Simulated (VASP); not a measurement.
# ZnS (P6_3mc) in VASP: a series of runs

The runs below take ZnS through single point, with r2SCAN.

Program: VASP 6.6.1. These are calculated values, not measurements. Logs are shortened: lines on timing, memory, paths and dates and some standing lists are left out, and cuts for length are marked.

### 1 The cell of the first run

It takes space group P6_3mc (No. 186, hexagonal). Conventional cell: a = 3.673 Å, b = 3.673 Å, c = 6.054 Å, α = 90.00°, β = 90.00°, γ = 120.00°. Zn (site symmetry 3m) has 4 S at 2.26 Å within 3.0 Å. S (site symmetry 3m) has 4 Zn at 2.26 Å within 3.0 Å.

### 2 Single point, r2SCAN

POSCAR

```
ZnS
1.0
    3.6732154085      0.0000000000      0.0000000000
   -1.8366077042      3.1810978573      0.0000000000
    0.0000000000      0.0000000000      6.0537962746
Zn S
2 2
Direct
    0.3333333333      0.6666666667      0.0061623292
    0.6666666667      0.3333333333      0.5061623292
    0.3333333333      0.6666666667      0.3788376708
    0.6666666667      0.3333333333      0.8788376708
```

INCAR.step1

```
PREC     = Accurate       # precision mode
ENCUT    = 520            # plane-wave cutoff, eV
ISMEAR   = 0              # smearing method
SIGMA    = 0.01           # smearing width, eV
LREAL    = F              # projectors in reciprocal space
LASPH    = T              # aspherical terms in the spheres
NELM     = 60             # most SCF steps
NBANDS   = 26             # bands
GGA      = PE             # functional
ALGO     = Normal         # electronic algorithm
EDIFF    = 1E-4           # SCF threshold, eV
LWAVE    = T              # write WAVECAR
LCHARG   = F              # write CHGCAR
```

INCAR.step2

```
PREC     = Accurate       # precision mode
ENCUT    = 520            # plane-wave cutoff, eV
EDIFF    = 1E-7           # SCF threshold, eV
ISMEAR   = 0              # smearing method
SIGMA    = 0.01           # smearing width, eV
LREAL    = F              # projectors in reciprocal space
LASPH    = T              # aspherical terms in the spheres
NELM     = 60             # most SCF steps
ALGO     = Normal         # electronic algorithm
ISIF     = 2              # what is computed and relaxed
LWAVE    = F              # write WAVECAR
LCHARG   = F              # write CHGCAR
METAGGA  = R2SCAN         # meta-GGA
LMIXTAU  = T            
NBANDS   = 26             # bands
ISTART   = 1
```

KPOINTS

```
Automatic mesh
0
Gamma
  6 6 4
```

Potentials or basis: VASP PAW PBE potentials, release 64 (Zn, S).

Launch:

```console
> cat potpaw_PBE.64/Zn/POTCAR potpaw_PBE.64/S/POTCAR > POTCAR
> cp INCAR.step1 INCAR
> mpirun -np 1 vasp_std > vasp.out
> cp INCAR.step2 INCAR
> mpirun -np 1 vasp_std > vasp.out
```

OUTCAR:

```text
PREC = Accurate
   ENCUT = 520
   EDIFF = 1E-7
   ISMEAR = 0
   LREAL = F
   LASPH = T
   NELM = 60
   ISIF = 2
   METAGGA = R2SCAN
   ISTART = 1

 ion  position               nearest neighbor table
   1  0.333  0.667  0.006-   3 2.26   4 2.26   4 2.26   4 2.26
   2  0.667  0.333  0.506-   4 2.26   3 2.26   3 2.26   3 2.26
   3  0.333  0.667  0.379-   1 2.26   2 2.26   2 2.26   2 2.26
   4  0.667  0.333  0.879-   2 2.26   1 2.26   1 2.26   1 2.26

  LATTYP: Found a hexagonal cell.
 ALAT       =     3.6732154085
 C/A-ratio  =     1.6480918218

  Lattice vectors:

 A1 = (   3.6732154085,   0.0000000000,   0.0000000000)
 A2 = (  -1.8366077042,   3.1810978573,   0.0000000000)
 A3 = (   0.0000000000,   0.0000000000,   6.0537962746)

Analysis of symmetry for initial positions (statically):
=====================================================================
 Subroutine PRICEL returns:
 Original cell was already a primitive cell.

 Routine SETGRP: Setting up the symmetry group for a
 hexagonal supercell.

 Subroutine GETGRP returns: Found 12 space group operations
 (whereof  6 operations were pure point group operations)
 out of a pool of 24 trial point group operations.

The static configuration has the point symmetry C_3v.
 The point group associated with its full space group is C_6v.

Analysis of symmetry for dynamics (positions and initial velocities):
=====================================================================
 Subroutine PRICEL returns:
 Original cell was already a primitive cell.

 Routine SETGRP: Setting up the symmetry group for a
 hexagonal supercell.

 Subroutine GETGRP returns: Found 12 space group operations
 (whereof  6 operations were pure point group operations)
 out of a pool of 24 trial point group operations.

The dynamic configuration has the point symmetry C_3v.
 The point group associated with its full space group is C_6v.

 Subroutine INISYM returns: Found 12 space group operations
 (whereof  6 operations are pure point group operations),
 and found     1 'primitive' translations

----------------------------------------------------------------------------------------

                                     Primitive cell

  volume of cell :      70.7377

  direct lattice vectors                    reciprocal lattice vectors
     3.673215408  0.000000000  0.000000000     0.272241045  0.157178440  0.000000000
    -1.836607704  3.181097857  0.000000000     0.000000000  0.314356881  0.000000000
     0.000000000  0.000000000  6.053796275     0.000000000  0.000000000  0.165185605

  length of vectors
     3.673215408  3.673215408  6.053796275     0.314356881  0.314356881  0.165185605

  position of ions in fractional coordinates (direct lattice)
     0.333333333  0.666666667  0.006162329
     0.666666667  0.333333333  0.506162329
     0.333333333  0.666666667  0.378837671
     0.666666667  0.333333333  0.878837671

  ion indices of the primitive-cell ions
   primitive index   ion index
                 1           1
                 2           2
                 3           3
                 4           4

----------------------------------------------------------------------------------------

 KPOINTS: Automatic mesh

Automatic generation of k-mesh.
 Grid dimensions read from file:
 generate k-points for:    6    6    4

 Generating k-lattice:

  Cartesian coordinates                     Fractional coordinates (reciprocal lattice)
     0.045373507  0.026196407  0.000000000     0.166666667  0.000000000  0.000000000
     0.000000000  0.052392813  0.000000000     0.000000000  0.166666667  0.000000000
     0.000000000  0.000000000  0.041296401     0.000000000  0.000000000  0.250000000

  Length of vectors
     0.052392813  0.052392813  0.041296401

  Shift w.r.t. Gamma in fractional coordinates (k-lattice)
     0.000000000  0.000000000  0.000000000

 Subroutine IBZKPT returns following result:
 ===========================================

 Found     21 irreducible k-points:

 Following reciprocal coordinates:
            Coordinates               Weight
  0.000000  0.000000  0.000000      1.000000
  0.166667 -0.000000  0.000000      6.000000
  0.333333  0.000000  0.000000      6.000000
  0.500000  0.000000  0.000000      3.000000
  0.166667  0.166667  0.000000      6.000000
  0.333333  0.166667  0.000000     12.000000
[... 13 lines left out ...]
  0.333333  0.166667  0.500000     12.000000
  0.333333  0.333333  0.500000      2.000000
   k-points           NKPTS =     21   k-points in BZ     NKDIM =     21   number of bands    NBANDS=     26
   number of dos      NEDOS =    301   number of ions     NIONS =      4
   total plane-waves  NPLWV =  37632
   dimension x,y,z NGX =    28 NGY =   28 NGZ =   48
   dimension x,y,z NGXF=    56 NGYF=   56 NGZF=   96
   ions per type =               2   2
   NGX,Y,Z   is equivalent  to a cutoff of  12.67, 12.67, 13.18 a.u.
   NGXF,Y,Z  is equivalent  to a cutoff of  25.35, 25.35, 26.36 a.u.
 SYSTEM =  unknown system
   PREC   = accura    normal or accurate (medium, high low for compatibility)
   ISTART =      1    job   : 0-new  1-cont  2-samecut
   ICHARG =      0    charge: 1-file 2-atom 10-const
   ISPIN  =      1    spin polarized calculation?
   LNONCOLLINEAR =      F non collinear calculations
   LSORBIT =      F    spin-orbit coupling
   LASPH  =      T    aspherical Exc in radial PAW
   ENCUT  =  520.0 eV  38.22 Ry    6.18 a.u.   6.83  6.83 11.26*2*pi/ulx,y,z
   NELM   =     60;   NELMIN=  2; NELMDL=  0     # of ELM steps
   EDIFF  = 0.1E-06   stopping-criterion for ELM
   LREAL  =      F    real-space projection
   EDIFFG = 0.1E-05   stopping-criterion for IOM
   NSW    =      0    number of steps for IOM
   IBRION =     -1    ionic relax: 0-MD 1-quasi-New 2-CG
   NFREE  =      0    steps in history (QN), initial steepest desc. (CG)
   ISIF   =      2    stress and relaxation
   ISYM   =      2    0-nonsym 1-usesym 2-fastsym
   POTIM  = 0.5000    time-step for ionic-motion
   TEBEG  =    0.0;   TEEND  =   0.0 temperature during run
   PSTRESS=    0.0 pullay stress
   NELECT =      36.0000    total number of electrons
   NUPDOWN=      -1.0000    fix difference up-down
   EMIN   =  10.00;   EMAX   =-10.00  energy-range for DOS
   EFERMI =   0.00;   METHOD = LEGACY
   ISMEAR =     0;   SIGMA  =   0.01  broadening in eV -4-tet -1-fermi 0-gaus
   EFERMI_NEDOS =   21; number of points for ismear=-14 and -15
   IALGO  =     38    algorithm
   IMIX   =      4    mixing-type and parameters
     AMIX     =   0.40;   BMIX     =  1.00
     AMIX_MAG =   1.60;   BMIX_MAG =  1.00
  volume/ion in A,a.u.               =      17.68       119.34
  Fermi-wavevector in a.u.,A,eV,Ry     =   1.307049  2.469965 23.243887  1.708378
  Thomas-Fermi vector in A             =   2.437810
   LORBIT       =      0    0 simple, 1 ext, 2 COOP (PROOUT), +10 PAW based schemes
   METAGGA = R2SCAN    functional components
   LHFCALC =     F    Hartree Fock is set to
   AEXX    =    0.0000 exact exchange contribution
   IVDW    =     0    specifies the selected vdW correction
   LEPSILON=     F    determine dielectric tensor
   LRPA    =     F    only Hartree local field effects (RPA)
 non-spin polarized calculation
 Gauss-broadening in eV      SIGMA  =   0.01
  energy-cutoff  :      520.00
  volume of cell :       70.74
 maximum number of plane-waves:      1929
 NGX is ok and might be reduce to    28
   NGX = 13   NGY = 13   NGZ = 23

 number of electron      36.0000008 magnetization

 Free energy of the ion-electron system (eV)
  ---------------------------------------------------
  ext. energy  EPLUGINS =         0.00000000
  ---------------------------------------------------
  free energy    TOTEN  =       -37.50246512 eV

  energy without entropy =      -37.50246512  energy(sigma->0) =      -37.50246512

 E-fermi :   3.0190     XC(G=0): -10.8441

 val. band max:        2.9621445327   @ k =   0.0000   0.0000   0.0000
 cond. band min:       6.2369727697   @ k =   0.0000   0.0000   0.0000
 fundamental gap:      3.2748282369
 Fermi energy:         3.0190467499

 k-point     1 :       0.0000    0.0000    0.0000
  band No.  band energies     occupation
      1     -11.6076      2.00000
      2     -10.4487      2.00000
      3      -4.0764      2.00000
      4      -4.0442      2.00000
      5      -4.0441      2.00000
      6      -3.9326      2.00000
[... 18 lines left out ...]
     25      11.2247      0.00000
     26      13.3261      0.00000

 k-point     2 :       0.1667   -0.0000    0.0000
  band No.  band energies     occupation
      1     -11.3832      2.00000
      2     -10.3232      2.00000
      3      -4.0744      2.00000
      4      -4.0280      2.00000
      5      -4.0006      2.00000
      6      -3.9106      2.00000
[... 18 lines left out ...]
     25      11.7503      0.00000
     26      12.1791      0.00000

 k-point     3 :       0.3333    0.0000    0.0000
  band No.  band energies     occupation
      1     -10.8374      2.00000
      2     -10.0954      2.00000
      3      -4.0939      2.00000
      4      -3.9643      2.00000
      5      -3.9330      2.00000
      6      -3.7639      2.00000
[... 18 lines left out ...]
     25      12.3731      0.00000
     26      13.8779      0.00000

 k-point     4 :       0.5000    0.0000    0.0000
  band No.  band energies     occupation
      1     -10.4526      2.00000
      2     -10.0475      2.00000
      3      -4.0697      2.00000
      4      -3.9116      2.00000
      5      -3.8230      2.00000
      6      -3.7428      2.00000
[... 18 lines left out ...]
     25      12.8386      0.00000
     26      15.6006      0.00000
[... 409 lines left out ...]
      1     -10.5905      2.00000
      2     -10.5905      2.00000
      3      -4.0917      2.00000
      4      -4.0917      2.00000
      5      -3.8935      2.00000
      6      -3.8935      2.00000
[... 18 lines left out ...]
     25      12.0023      0.00000
     26      12.0023      0.00000

 k-point    20 :       0.3333    0.1667    0.5000
  band No.  band energies     occupation
      1     -10.2445      2.00000
      2     -10.2445      2.00000
      3      -4.0370      2.00000
      4      -4.0370      2.00000
      5      -3.8088      2.00000
      6      -3.8088      2.00000
[... 18 lines left out ...]
     25      12.9831      0.00000
     26      12.9831      0.00000

 k-point    21 :       0.3333    0.3333    0.5000
  band No.  band energies     occupation
      1     -10.1251      2.00000
      2     -10.1251      2.00000
      3      -3.9213      2.00000
      4      -3.9213      2.00000
      5      -3.8591      2.00000
      6      -3.8591      2.00000
[... 18 lines left out ...]
     25      13.2622      0.00000
     26      13.2622      0.00000

------------------------ aborting loop because EDIFF is reached ----------------------------------------

  FORCE on cell =-STRESS in cart. coord.  units (eV):
  Direction    XX          YY          ZZ          XY          YZ          ZX
  --------------------------------------------------------------------------------------
  -------------------------------------------------------------------------------------
  Total        4.4305032      4.4305032      4.4533044      0.0000000      0.0000000      0.0000000
  in kB      100.3488530    100.3488530    100.8652892      0.0000000      0.0000000      0.0000000
  external PRESSURE =     100.5209984 kB  Pullay stress =       0.0000000 kB

 VOLUME and BASIS-vectors are now :
 -----------------------------------------------------------------------------
  energy-cutoff  :      520.00
  volume of cell :       70.74
      direct lattice vectors                 reciprocal lattice vectors
     3.673215408  0.000000000  0.000000000     0.272241045  0.157178440  0.000000000
    -1.836607704  3.181097857  0.000000000     0.000000000  0.314356881  0.000000000
     0.000000000  0.000000000  6.053796275     0.000000000  0.000000000  0.165185605

 POSITION                                       TOTAL-FORCE (eV/Angst)
 -----------------------------------------------------------------------------------
     -0.00000      2.12073      0.03731         0.000000     -0.000000     -0.007677
      1.83661      1.06037      3.06420        -0.000000      0.000000     -0.007677
     -0.00000      2.12073      2.29341         0.000000      0.000000      0.007677
      1.83661      1.06037      5.32030         0.000000     -0.000000      0.007677
 -----------------------------------------------------------------------------------
    total drift:                               -0.000000     -0.000000     -0.046076

  FREE ENERGIE OF THE ION-ELECTRON SYSTEM (eV)
  ---------------------------------------------------
  free  energy   TOTEN  =       -37.5024651190 eV

  energy  without entropy=      -37.5024651190  energy(sigma->0) =      -37.50246512
```

It took 2.6 min on 1 thread of Intel Xeon Platinum 8488C (Sapphire Rapids), shared host; peak memory 0.21 GiB.

Results:

```yaml
Free_energy: -37.5025 eV
Pressure: 10.1 GPa
Largest_force: 0.008 eV/Å
Band_gap_on_the_k_mesh: 3.27 eV, direct
```

Forces on the atoms (eV/Å):
```
Zn   0.000  0.000 -0.008
Zn   0.000  0.000 -0.008
S    0.000  0.000  0.008
S    0.000  0.000  0.008
```

Levels at points of the mesh, in eV from the valence-band top:
```tsv
k point	band 15	band 16	band 17	band 18	band 19	band 20	band 21	band 22
(0.00, 0.00, 0.00)	-1.08	-0.13	0.00	0.00	3.27	3.84	6.71	6.71
(0.50, 0.00, 0.00)	-3.90	-2.71	-2.08	-1.07	3.93	5.00	5.32	7.25
(0.00, 0.00, 0.50)	-0.57	-0.57	-0.57	-0.57	4.42	4.42	7.19	7.19
(0.50, 0.00, 0.50)	-1.99	-1.99	-1.95	-1.95	3.92	3.92	5.55	5.55
```

Caveat: the PAW data sets were made with another functional, which shifts forces and pressure a little.

[end of part 1 of 2]
